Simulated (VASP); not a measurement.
# Al3GaN4 (P1) in VASP: single point with r2SCAN

Aim: the single point of Al3GaN4 with r2SCAN.

Program: VASP 6.6.1. These are calculated values, not measurements. Logs are shortened: lines on timing, memory, paths and dates and some standing lists are left out, and cuts for length are marked.

### 1 The cell of the first run

The typed cell holds 8 atoms: a = 4.984 Å, b = 3.132 Å, c = 5.482 Å, α = 89.73°, β = 90.00°, γ = 90.67°.

### 2 Single point, r2SCAN (atoms moved at random and the cell strained at random)

File POSCAR:

```
Al3GaN4
1.0
    4.9841180751     -0.0293108352      0.0014516356
   -0.0181805908      3.1324110154      0.0073896408
   -0.0017629143      0.0128132300      5.4816640523
Al Ga N
3 1 4
Direct
    0.5061698347      0.5235100799      0.1613827731
   -0.0343153123      0.4596839745      0.8220303594
    0.0558843476     -0.0059941607      0.3366978712
    0.5170564325      0.0432802430      0.6641212461
    0.1069699377      0.0018601625      0.6767196837
    0.1072042256      0.5082272381      0.1824561490
    0.5988084267      0.4575888538      0.8536451779
    0.6258211074      0.0118436087      0.3029477396
```

File INCAR.step1:

```
SYSTEM = Al3GaN4
  ALGO = Normal
  EDIFF = 1E-4
  ENCUT = 520
  GGA = PE
  ISMEAR = 0
  LASPH = .TRUE.
  LCHARG = .FALSE.
  LREAL = .FALSE.
  LWAVE = .TRUE.
  NBANDS = 31
  NELM = 80
  PREC = Accurate
  SIGMA = 0.05
```

File INCAR.step2:

```
SYSTEM = Al3GaN4
  ALGO = Normal
  EDIFF = 1E-6
  ENCUT = 520
  ISIF = 2
  ISMEAR = 0
  ISTART = 1
  LASPH = .TRUE.
  LCHARG = .FALSE.
  LMIXTAU = .TRUE.
  LREAL = .FALSE.
  LWAVE = .FALSE.
  METAGGA = R2SCAN
  NBANDS = 31
  NELM = 80
  PREC = Accurate
  SIGMA = 0.05
```

File KPOINTS:

```
k-points
0
G
  6 8 4
  0 0 0
```

Potentials or basis: VASP PAW PBE potentials, release 64 (Al, Ga_d, N).

On the command line:

```bash
$ cat potpaw_PBE.64/Al/POTCAR potpaw_PBE.64/Ga_d/POTCAR potpaw_PBE.64/N/POTCAR > POTCAR
$ cp INCAR.step1 INCAR
$ mpirun -np 1 vasp_std > vasp.out
$ cp INCAR.step2 INCAR
$ mpirun -np 1 vasp_std > vasp.out
```

OUTCAR:

```text
SYSTEM = Al3GaN4
   EDIFF = 1E-6
   ENCUT = 520
   ISIF = 2
   ISMEAR = 0
   ISTART = 1
   LASPH = .TRUE.
   LREAL = .FALSE.
   METAGGA = R2SCAN
   NELM = 80
   PREC = Accurate

 ion  position               nearest neighbor table
   1  0.506  0.524  0.161-   7 1.76   8 1.81   8 1.88   6 1.99   3 2.87   3 2.93   2 2.96   4 3.12
                             4 3.13   3 3.24   2 3.28   3 3.36
   2  0.966  0.460  0.822-   5 1.79   7 1.84   5 1.99   6 2.10   4 2.72   1 2.96   4 3.03   3 3.08
                             3 3.17   3 3.20   1 3.28   3 3.32
   3  0.056  0.994  0.337-   6 1.77   6 1.83   5 1.88   8 2.15   1 2.87   4 2.92   1 2.93   2 3.08
                             2 3.17   2 3.20   1 3.24   2 3.32   1 3.36
   4  0.517  0.043  0.664-   7 1.71   5 2.05   8 2.06   7 2.15   2 2.72   3 2.92   2 3.03   1 3.12
                             1 3.13
   5  0.107  0.002  0.677-   2 1.79   3 1.88   2 1.99   4 2.05
   6  0.107  0.508  0.182-   3 1.77   3 1.83   1 1.99   2 2.10
   7  0.599  0.458  0.854-   4 1.71   1 1.76   2 1.84   4 2.15
   8  0.626  0.012  0.303-   1 1.81   1 1.88   4 2.06   3 2.15

  LATTYP: Found a triclinic cell.
 ALAT       =     3.1324724915
 B/A-ratio  =     1.5911406997
 C/A-ratio  =     1.7499528969
 COS(alpha) =     0.0000440952
 COS(beta)  =     0.0046983226
 COS(gamma) =     0.0116837526

  Lattice vectors:

 A1 = (  -0.0181805908,   3.1324110154,   0.0073896408)
 A2 = (  -4.9841180751,   0.0293108352,  -0.0014516356)
 A3 = (  -0.0017629143,   0.0128132300,   5.4816640523)

Analysis of symmetry for initial positions (statically):
=====================================================================
 Subroutine PRICEL returns:
 Original cell was already a primitive cell.

 Routine SETGRP: Setting up the symmetry group for a
 triclinic supercell.

 Subroutine GETGRP returns: Found  1 space group operations
 (whereof  1 operations were pure point group operations)
 out of a pool of  2 trial point group operations.

The static configuration has the point symmetry C_1 .

Analysis of symmetry for dynamics (positions and initial velocities):
=====================================================================
 Subroutine PRICEL returns:
 Original cell was already a primitive cell.

 Routine SETGRP: Setting up the symmetry group for a
 triclinic supercell.

 Subroutine GETGRP returns: Found  1 space group operations
 (whereof  1 operations were pure point group operations)
 out of a pool of  2 trial point group operations.

The dynamic configuration has the point symmetry C_1 .

 Subroutine INISYM returns: Found  1 space group operations
 (whereof  1 operations are pure point group operations),
 and found     1 'primitive' translations

----------------------------------------------------------------------------------------

                                     Primitive cell

  volume of cell :      85.5780

  direct lattice vectors                    reciprocal lattice vectors
     4.984118075 -0.029310835  0.001451636     0.200644131  0.001164398  0.000061806
    -0.018180591  3.132411015  0.007389641     0.001877710  0.319255565 -0.000745647
    -0.001762914  0.012813230  5.481664052    -0.000055665 -0.000430686  0.182427345

  length of vectors
     4.984204472  3.132472492  5.481679311     0.200647519  0.319261957  0.182427862

  position of ions in fractional coordinates (direct lattice)
     0.506169835  0.523510080  0.161382773
     0.965684688  0.459683975  0.822030359
     0.055884348  0.994005839  0.336697871
     0.517056432  0.043280243  0.664121246
     0.106969938  0.001860163  0.676719684
     0.107204226  0.508227238  0.182456149
     0.598808427  0.457588854  0.853645178
     0.625821107  0.011843609  0.302947740

  ion indices of the primitive-cell ions
   primitive index   ion index
                 1           1
                 2           2
                 3           3
                 4           4
                 5           5
                 6           6
                 7           7
                 8           8

----------------------------------------------------------------------------------------

 KPOINTS: k-points

Automatic generation of k-mesh.
 Grid dimensions read from file:
 generate k-points for:    6    8    4

 Generating k-lattice:

  Cartesian coordinates                     Fractional coordinates (reciprocal lattice)
     0.033440688  0.000194066  0.000010301     0.166666667  0.000000000  0.000000000
     0.000234714  0.039906946 -0.000093206    -0.000000000  0.125000000 -0.000000000
    -0.000013916 -0.000107671  0.045606836    -0.000000000  0.000000000  0.250000000

  Length of vectors
     0.033441253  0.039907745  0.045606966

  Shift w.r.t. Gamma in fractional coordinates (k-lattice)
     0.000000000  0.000000000  0.000000000

 Subroutine IBZKPT returns following result:
 ===========================================

 Found    100 irreducible k-points:

 Following reciprocal coordinates:
            Coordinates               Weight
  0.000000  0.000000  0.000000      1.000000
  0.166667 -0.000000 -0.000000      2.000000
  0.333333 -0.000000  0.000000      2.000000
  0.500000  0.000000  0.000000      1.000000
 -0.000000  0.125000  0.000000      2.000000
  0.166667  0.125000  0.000000      2.000000
[... 16 lines left out ...]
 -0.000000  0.500000  0.000000      1.000000
  0.166667  0.500000 -0.000000      2.000000
 [... further k-points ...]
   k-points           NKPTS =    100   k-points in BZ     NKDIM =    100   number of bands    NBANDS=     31
   number of dos      NEDOS =    301   number of ions     NIONS =      8
   total plane-waves  NPLWV =  40320
   dimension x,y,z NGX =    40 NGY =   24 NGZ =   42
   dimension x,y,z NGXF=    80 NGYF=   48 NGZF=   84
   ions per type =               3   1   4
   NGX,Y,Z   is equivalent  to a cutoff of  13.34, 12.74, 12.74 a.u.
   NGXF,Y,Z  is equivalent  to a cutoff of  26.68, 25.47, 25.48 a.u.
 SYSTEM =  Al3GaN4
   PREC   = accura    normal or accurate (medium, high low for compatibility)
   ISTART =      1    job   : 0-new  1-cont  2-samecut
   ICHARG =      0    charge: 1-file 2-atom 10-const
   ISPIN  =      1    spin polarized calculation?
   LNONCOLLINEAR =      F non collinear calculations
   LSORBIT =      F    spin-orbit coupling
   LASPH  =      T    aspherical Exc in radial PAW
   ENCUT  =  520.0 eV  38.22 Ry    6.18 a.u.   9.27  5.82 10.19*2*pi/ulx,y,z
   NELM   =     80;   NELMIN=  2; NELMDL=  0     # of ELM steps
   EDIFF  = 0.1E-05   stopping-criterion for ELM
   LREAL  =      F    real-space projection
   EDIFFG = 0.1E-04   stopping-criterion for IOM
   NSW    =      0    number of steps for IOM
   IBRION =     -1    ionic relax: 0-MD 1-quasi-New 2-CG
   NFREE  =      0    steps in history (QN), initial steepest desc. (CG)
   ISIF   =      2    stress and relaxation
   ISYM   =      2    0-nonsym 1-usesym 2-fastsym
   POTIM  = 0.5000    time-step for ionic-motion
   TEBEG  =    0.0;   TEEND  =   0.0 temperature during run
   PSTRESS=    0.0 pullay stress
   NELECT =      42.0000    total number of electrons
   NUPDOWN=      -1.0000    fix difference up-down
   EMIN   =  10.00;   EMAX   =-10.00  energy-range for DOS
   EFERMI =   0.00;   METHOD = LEGACY
   ISMEAR =     0;   SIGMA  =   0.05  broadening in eV -4-tet -1-fermi 0-gaus
   EFERMI_NEDOS =   21; number of points for ismear=-14 and -15
   IALGO  =     38    algorithm
   IMIX   =      4    mixing-type and parameters
     AMIX     =   0.40;   BMIX     =  1.00
     AMIX_MAG =   1.60;   BMIX_MAG =  1.00
  volume/ion in A,a.u.               =      10.70        72.19
  Fermi-wavevector in a.u.,A,eV,Ry     =   1.291330  2.440259 22.688158  1.667533
  Thomas-Fermi vector in A             =   2.423106
   LORBIT       =      0    0 simple, 1 ext, 2 COOP (PROOUT), +10 PAW based schemes
   METAGGA = R2SCAN    functional components
   LHFCALC =     F    Hartree Fock is set to
   AEXX    =    0.0000 exact exchange contribution
   IVDW    =     0    specifies the selected vdW correction
   LEPSILON=     F    determine dielectric tensor
   LRPA    =     F    only Hartree local field effects (RPA)
 non-spin polarized calculation
 Gauss-broadening in eV      SIGMA  =   0.05
  energy-cutoff  :      520.00
  volume of cell :       85.58
 maximum number of plane-waves:      2324
 NGX is ok and might be reduce to    40
   NGX = 19   NGY = 11   NGZ = 21

 number of electron      41.9999997 magnetization

 Free energy of the ion-electron system (eV)
  ---------------------------------------------------
  ext. energy  EPLUGINS =         0.00000000
  ---------------------------------------------------
  free energy    TOTEN  =       -77.46224833 eV

  energy without entropy =      -77.46224833  energy(sigma->0) =      -77.46224833

 E-fermi :   6.4232     XC(G=0): -11.7287

 val. band max:        6.2033875758   @ k =   0.0000   0.0000   0.0000
 cond. band min:       9.2068216915   @ k =   0.0000   0.0000   0.0000
 fundamental gap:      3.0034341158
 Fermi energy:         6.4232437585

 k-point     1 :       0.0000    0.0000    0.0000
  band No.  band energies     occupation
      1     -10.9904      2.00000
      2      -9.5449      2.00000
      3      -8.9736      2.00000
      4      -8.2031      2.00000
      5      -8.0283      2.00000
      6      -7.9477      2.00000
[... 23 lines left out ...]
     30      17.6340      0.00000
     31      17.7796      0.00000

 k-point     2 :       0.1667   -0.0000   -0.0000
  band No.  band energies     occupation
      1     -10.9315      2.00000
      2      -9.5363      2.00000
      3      -8.9368      2.00000
      4      -8.2156      2.00000
      5      -8.0337      2.00000
      6      -7.9541      2.00000
[... 740 lines left out ...]
 k-point    24 :       0.1667    0.5000   -0.0000
  band No.  band energies     occupation
      1     -10.3418      2.00000
      2      -8.8754      2.00000
      3      -8.5149      2.00000
      4      -8.0662      2.00000
      5      -7.9924      2.00000
      6      -7.9014      2.00000
[... 23 lines left out ...]
     30      16.5103      0.00000
     31      17.1759      0.00000

 [... further k-points ...]

------------------------ aborting loop because EDIFF is reached ----------------------------------------

  FORCE on cell =-STRESS in cart. coord.  units (eV):
  Direction    XX          YY          ZZ          XY          YZ          ZX
  --------------------------------------------------------------------------------------
  -------------------------------------------------------------------------------------
  Total       -0.1440537      7.4832398      1.7184573      1.2801044      5.7184269      0.2552064
  in kB       -2.6969480    140.0999374     32.1726634     23.9658960    107.0594125      4.7779304
  external PRESSURE =      56.5252176 kB  Pullay stress =       0.0000000 kB

 VOLUME and BASIS-vectors are now :
 -----------------------------------------------------------------------------
  energy-cutoff  :      520.00
  volume of cell :       85.58
      direct lattice vectors                 reciprocal lattice vectors
     4.984118075 -0.029310835  0.001451636     0.200644131  0.001164398  0.000061806
    -0.018180591  3.132411015  0.007389641     0.001877710  0.319255565 -0.000745647
    -0.001762914  0.012813230  5.481664052    -0.000055665 -0.000430686  0.182427345

 POSITION                                       TOTAL-FORCE (eV/Angst)
 -----------------------------------------------------------------------------------
      2.51301      1.62708      0.88925        -1.079738     -0.897799      1.513484
      4.80328      1.42215      4.51089         2.364006      2.209715      2.090555
      0.25987      3.11631      1.85309        -2.726159      1.054910      0.343268
      2.57511      0.12893      3.64156        -2.214381     -4.359675     -2.988609
      0.53192      0.01136      3.70972        -0.090163     -1.666655     -0.629145
      0.52476      1.59117      1.00407         1.718789     -1.045187     -2.140377
      2.97471      1.42674      4.68365         2.021320      4.148246     -0.708183
      3.11842      0.02264      1.66165         0.006325      0.556446      2.519006
 -----------------------------------------------------------------------------------
    total drift:                                0.019279     -0.000315      0.005676

  FREE ENERGIE OF THE ION-ELECTRON SYSTEM (eV)
  ---------------------------------------------------
  free  energy   TOTEN  =       -77.4622483287 eV

  energy  without entropy=      -77.4622483287  energy(sigma->0) =      -77.46224833
```

It took 8.5 min on 1 thread of Intel Xeon Platinum 8488C (Sapphire Rapids), shared host; peak memory 0.36 GiB.

Results:

| Quantity | Value |
| --- | --- |
| Free energy | -77.4622 eV |
| Pressure | 5.7 GPa |
| Largest force | 5.731 eV/Å |
| Band gap on the k mesh | 3.00 eV |

Forces in eV/Å, atoms in the order of the input:
```
Al  -1.080 -0.898  1.513
Al   2.364  2.210  2.091
Al  -2.726  1.055  0.343
Ga  -2.214 -4.360 -2.989
N   -0.090 -1.667 -0.629
N    1.719 -1.045 -2.140
N    2.021  4.148 -0.708
N    0.006  0.556  2.519
```

Caveat: the cell differs from its parent crystal (atoms moved at random and the cell strained at random); the cell stands under pressure; the PAW data sets were made with another functional, which shifts forces and pressure a little.
